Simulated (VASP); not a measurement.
# HC18 in VASP: single point with PBE

Aim: the single point of HC18 with PBE.

Everything below comes from runs of VASP 6.6.1. Logs are shortened: lines on timing, memory, paths and dates and some standing lists are left out, and cuts for length are marked.

## Step 1: The cell of the first run

The cell holds a slab with vacuum, 19 atoms: a = 7.398 Å, b = 7.398 Å, c = 12.000 Å, α = 90.00°, β = 90.00°, γ = 120.00°.

## Step 2: Single point, PBE, collinear spin

INCAR

```
PREC = Accurate ; ENCUT = 520
EDIFF = 1E-6 ; ISMEAR = -1
SIGMA = 0.05 ; LREAL = F
LASPH = T ; NELM = 200
ALGO = Normal ; ISIF = 2
LWAVE = F ; LCHARG = T
ISPIN = 2 ; MAGMOM = 0 0.08 0 0 0 0 0 0.09 0 0.09 0 0 0 0.08 0 0.09 0 0.08 0
LORBIT = 11 ; GGA = PE
LELF = T ; LVHAR = T
NBANDS = 56 ; GGA_COMPAT = F
NELMDL = -8
```

KPOINTS

```
Automatic mesh
0
Gamma
  2 2 1
```

POSCAR

```
HC18
1.0
    7.3980000000      0.0000000000      0.0000000000
   -3.6990000000      6.4068560000      0.0000000000
    0.0000000000      0.0000000000     12.0000000000
C H
18 1
Direct
    0.0015292152      0.0034639455      0.0811007500
    0.2235598483      0.1144843898      0.0813500000
    0.0021281319      0.3379275264      0.0788320000
    0.2240383467      0.4484811271      0.0741220833
    0.0021252206      0.6695886407      0.0788100000
    0.2240448911      0.7809543402      0.0741165833
    0.3353986457      0.0028627146      0.0788452500
    0.5546898491      0.1097822395      0.0843821667
    0.3353909475      0.3379281507      0.0788295833
    0.5546920882      0.4503060471      0.0843330000
    0.3348624695      0.6701277506      0.0731323333
    0.5565054990      0.7809544962      0.0741110833
    0.6670585441      0.0028645876      0.0788439167
    0.8905204981      0.1144851703      0.0813481667
    0.6682013667      0.3368112222      0.1134947500
    0.8952060930      0.4503032377      0.0843429167
    0.6670573700      0.6695897332      0.0788063333
    0.8905118813      0.7814271150      0.0813310000
    0.6681758529      0.3368177777      0.2073674167
```

Potentials or basis: VASP PAW PBE potentials, release 64 (C, H).

The run is started by

```console
cat potpaw_PBE.64/C/POTCAR potpaw_PBE.64/H/POTCAR > POTCAR
mpirun -np 1 vasp_std > vasp.out
```

OUTCAR:

```text
PREC = Accurate
   ENCUT = 520
   EDIFF = 1E-6
   ISMEAR = -1
   LREAL = F
   LASPH = T
   NELM = 200
   ISIF = 2
   ISPIN = 2
   LORBIT = 11
   GGA = PE
   NELMDL = -8

 ion  position               nearest neighbor table
   1  0.002  0.003  0.081-  14 1.42   2 1.42  18 1.42
   2  0.224  0.114  0.081-   1 1.42   9 1.43   7 1.43
   3  0.002  0.338  0.079-  16 1.41   4 1.42  14 1.43
   4  0.224  0.448  0.074-  11 1.42   9 1.42   3 1.42
   5  0.002  0.670  0.079-  16 1.41   6 1.42  18 1.43
   6  0.224  0.781  0.074-  11 1.42   7 1.42   5 1.42
   7  0.335  0.003  0.079-   8 1.41   6 1.42   2 1.43
   8  0.555  0.110  0.084-  13 1.41   7 1.41  15 1.50
   9  0.335  0.338  0.079-  10 1.41   4 1.42   2 1.43
  10  0.555  0.450  0.084-  17 1.41   9 1.41  15 1.50
  11  0.335  0.670  0.073-  12 1.42   6 1.42   4 1.42
  12  0.557  0.781  0.074-  11 1.42  13 1.42  17 1.42
  13  0.667  0.003  0.079-   8 1.41  12 1.42  14 1.43
  14  0.891  0.114  0.081-   1 1.42   3 1.43  13 1.43
  15  0.668  0.337  0.113-  19 1.13  16 1.50  10 1.50   8 1.50
  16  0.895  0.450  0.084-   5 1.41   3 1.41  15 1.50
  17  0.667  0.670  0.079-  10 1.41  12 1.42  18 1.43
  18  0.891  0.781  0.081-   1 1.42   5 1.43  17 1.43
  19  0.668  0.337  0.207-  15 1.13

  LATTYP: Found a hexagonal cell.
 ALAT       =     7.3980000000
 C/A-ratio  =     1.6220600162

  Lattice vectors:

 A1 = (   7.3980000000,   0.0000000000,   0.0000000000)
 A2 = (  -3.6990000000,   6.4068560000,   0.0000000000)
 A3 = (   0.0000000000,   0.0000000000,  12.0000000000)

Analysis of symmetry for initial positions (statically):
=====================================================================
 Subroutine PRICEL returns:
 Original cell was already a primitive cell.

 Routine SETGRP: Setting up the symmetry group for a
 hexagonal supercell.

 Subroutine GETGRP returns: Found  1 space group operations
 (whereof  1 operations were pure point group operations)
 out of a pool of 24 trial point group operations.

The static configuration has the point symmetry C_1 .

Analysis of symmetry for dynamics (positions and initial velocities):
=====================================================================
 Subroutine PRICEL returns:
 Original cell was already a primitive cell.

 Routine SETGRP: Setting up the symmetry group for a
 hexagonal supercell.

 Subroutine GETGRP returns: Found  1 space group operations
[... 166 lines left out ...]
   NGX = 27   NGY = 27   NGZ = 45

 number of electron      73.0000000 magnetization       1.0262840

 Free energy of the ion-electron system (eV)
  ---------------------------------------------------
  ext. energy  EPLUGINS =         0.00000000
  ---------------------------------------------------
  free energy    TOTEN  =      -167.77522453 eV

  energy without entropy =     -167.76569867  energy(sigma->0) =     -167.77046160

 E-fermi :  -1.5832     XC(G=0):  -3.6568

 val. band max:       -1.7189699401   @ k =   0.0000   0.0000   0.0000
 cond. band min:      -1.4622213530   @ k =   0.0000   0.0000   0.0000
 fundamental gap:      0.2567485871
 Fermi energy:        -1.5831697928

 spin component 1

 k-point     1 :       0.0000    0.0000    0.0000
  band No.  band energies     occupation
      1     -21.1559      1.00000
      2     -18.6126      1.00000
      3     -18.6123      1.00000
      4     -18.6121      1.00000
      5     -18.5767      1.00000
      6     -18.5108      1.00000
[... 193 lines left out ...]
     47       4.0107      0.00000
     48       4.1231      0.00000
 Fermi energy:        -1.5831697928

 spin component 2

 k-point     1 :       0.0000    0.0000    0.0000
  band No.  band energies     occupation
      1     -21.0873      1.00000
      2     -18.5609      1.00000
      3     -18.5607      1.00000
      4     -18.5224      1.00000
      5     -18.4891      1.00000
      6     -18.4499      1.00000
[... 193 lines left out ...]
     47       4.0760      0.00000
     48       4.2367      0.00000
 [bands above 48 left out]

------------------------ aborting loop because EDIFF is reached ----------------------------------------

  FORCE on cell =-STRESS in cart. coord.  units (eV):
  Direction    XX          YY          ZZ          XY          YZ          ZX
  --------------------------------------------------------------------------------------
  -------------------------------------------------------------------------------------
  Total        3.4275305      3.4189823     -0.0695237      0.0002737      0.0008498      0.0007095
  in kB        9.6549799      9.6309005     -0.1958407      0.0007709      0.0023939      0.0019986
  external PRESSURE =       6.3633466 kB  Pullay stress =       0.0000000 kB

 VOLUME and BASIS-vectors are now :
 -----------------------------------------------------------------------------
  energy-cutoff  :      520.00
  volume of cell :      568.78
      direct lattice vectors                 reciprocal lattice vectors
     7.398000000  0.000000000  0.000000000     0.135171668  0.078041398  0.000000000
    -3.699000000  6.406856000  0.000000000     0.000000000  0.156082796  0.000000000
     0.000000000  0.000000000 12.000000000     0.000000000  0.000000000  0.083333333

 POSITION                                       TOTAL-FORCE (eV/Angst)
 -----------------------------------------------------------------------------------
     -0.00150      0.02219      0.97321         0.000212     -0.000876      0.004065
      1.23042      0.73348      0.97620         0.002714     -0.000605     -0.001829
     -1.23425      2.16505      0.94598         0.001643     -0.003947     -0.003167
     -0.00150      2.87335      0.88946        -0.000445     -0.001392     -0.002268
     -2.46109      4.28996      0.94572        -0.003294      0.005777     -0.001880
     -1.23127      5.00346      0.88940        -0.002600      0.000857     -0.001480
[... 11 lines left out ...]
      3.69751      5.00649      0.97597        -0.000178     -0.001027     -0.002372
      3.69728      2.15794      2.48841         0.000628      0.001199      0.036691
 -----------------------------------------------------------------------------------
    total drift:                                0.000040     -0.000211      0.000278

  FREE ENERGIE OF THE ION-ELECTRON SYSTEM (eV)
  ---------------------------------------------------
  free  energy   TOTEN  =      -167.7752245276 eV

  energy  without entropy=     -167.7656986654  energy(sigma->0) =     -167.77046160

 total charge

# of ion       s       p       d       tot
------------------------------------------
    1        0.862   1.787   0.000   2.649
    2        0.860   1.780   0.000   2.639
    3        0.863   1.793   0.000   2.657
    4        0.864   1.790   0.000   2.654
    5        0.863   1.793   0.000   2.657
    6        0.864   1.790   0.000   2.654
[... 11 lines left out ...]
   18        0.860   1.780   0.000   2.639
   19        0.613   0.040   0.000   0.653
--------------------------------------------------
tot         16.109  32.199   0.000  48.308

 magnetization (x)

# of ion       s       p       d       tot
------------------------------------------
    1       -0.005  -0.036   0.000  -0.041
    2        0.007   0.113   0.000   0.121
    3       -0.005  -0.054   0.000  -0.059
    4        0.004   0.056   0.000   0.060
    5       -0.005  -0.054   0.000  -0.059
    6        0.004   0.056   0.000   0.060
[... 11 lines left out ...]
   18        0.007   0.113   0.000   0.121
   19        0.048  -0.001   0.000   0.048
--------------------------------------------------
tot          0.067   0.475   0.000   0.542
```

stdout:

```text
POSCAR found type information on POSCAR C H
 POSCAR found :  2 types and      19 ions
 scaLAPACK will be used
 -----------------------------------------------------------------------------
|                                                                             |
|                                                                             |
|     You have a (more or less) 'large supercell' and for larger cells it     |
|     might be more efficient to use real-space projection operators.         |
|     Therefore, try LREAL= Auto in the INCAR file.                           |
|     Mind: For very accurate calculation, you might also keep the            |
|     reciprocal projection scheme (i.e. LREAL=.FALSE.).                      |
|                                                                             |
 -----------------------------------------------------------------------------

 LDA part: xc-table for (Slater+PW92), standard interpolation
 POSCAR, INCAR and KPOINTS ok, starting setup
 FFT: planning ... GRIDC
 FFT: planning ... GRID_SOFT
 FFT: planning ... GRID
 WAVECAR not read
 entering main loop
```

Wall time 8.1 min (1 thread of Oxide Virtual Turin-like, shared host); peak memory 0.85 GiB.

Results:

| Quantity | Value |
| --- | --- |
| Free energy | -167.7752 eV |
| Largest force | 0.037 eV/Å |
| Band gap on the k mesh | 0.26 eV |
| Net moment | 1.03 μB per cell |
| Site moments | C -0.04, +0.12, -0.06, +0.06, +0.13, -0.03, -0.02 (each value once); H +0.05 μB |
| Valence electrons inside the program's atomic spheres | C 2.65, 2.64, 2.66, 2.63 (each value once); H 0.65 |

Forces on the atoms (eV/Å):
```
C    0.000 -0.001  0.004
C    0.003 -0.001 -0.002
C    0.002 -0.004 -0.003
C    0.000 -0.001 -0.002
C   -0.003  0.006 -0.002
C   -0.003  0.001 -0.001
C   -0.006  0.000 -0.003
C    0.000  0.020  0.002
C   -0.001 -0.004 -0.003
C    0.016 -0.011  0.005
C    0.000  0.001 -0.005
C    0.002  0.001 -0.001
C    0.006  0.000 -0.004
C   -0.003 -0.001 -0.002
C   -0.001 -0.002 -0.019
C   -0.016 -0.010  0.004
C    0.004  0.006 -0.002
C    0.000 -0.001 -0.002
H    0.001  0.001  0.037
```

Levels at points of the mesh, in eV from the valence-band top:
Spin up:
```csv
k point,band 33,band 34,band 35,band 36,band 37,band 38,band 39,band 40,band 41,band 42
"(0.00, 0.00, 0.00)",-2.90,-2.90,-1.85,-0.12,-0.12,0.26,2.20,3.26,4.17,4.88
"(0.50, 0.00, 0.00)",-2.60,-2.59,-2.54,-2.35,-0.12,1.92,2.53,2.56,2.61,3.76
"(0.00, 0.50, 0.00)",-2.60,-2.59,-2.54,-2.35,-0.12,1.92,2.53,2.56,2.61,3.76
"(0.50, 0.50, 0.00)",-2.60,-2.59,-2.54,-2.35,-0.12,1.92,2.53,2.56,2.61,3.76
```
Spin down:
| k point | band 34 | band 35 | band 36 | band 37 | band 38 | band 39 |
| --- | --- | --- | --- | --- | --- | --- |
| (0.00, 0.00, 0.00) | -2.87 | -1.68 | 0.00 | 0.42 | 0.42 | 2.41 |
| (0.50, 0.00, 0.00) | -2.42 | -2.41 | -2.23 | 0.48 | 2.03 | 2.68 |
| (0.00, 0.50, 0.00) | -2.42 | -2.41 | -2.23 | 0.48 | 2.03 | 2.68 |
| (0.50, 0.50, 0.00) | -2.42 | -2.41 | -2.23 | 0.48 | 2.03 | 2.68 |

Caveat: the k points lie up to 0.49 Å⁻¹ apart; a moment this small can come from the mesh or the smearing; there is no dipole correction, which matters where the two faces differ.
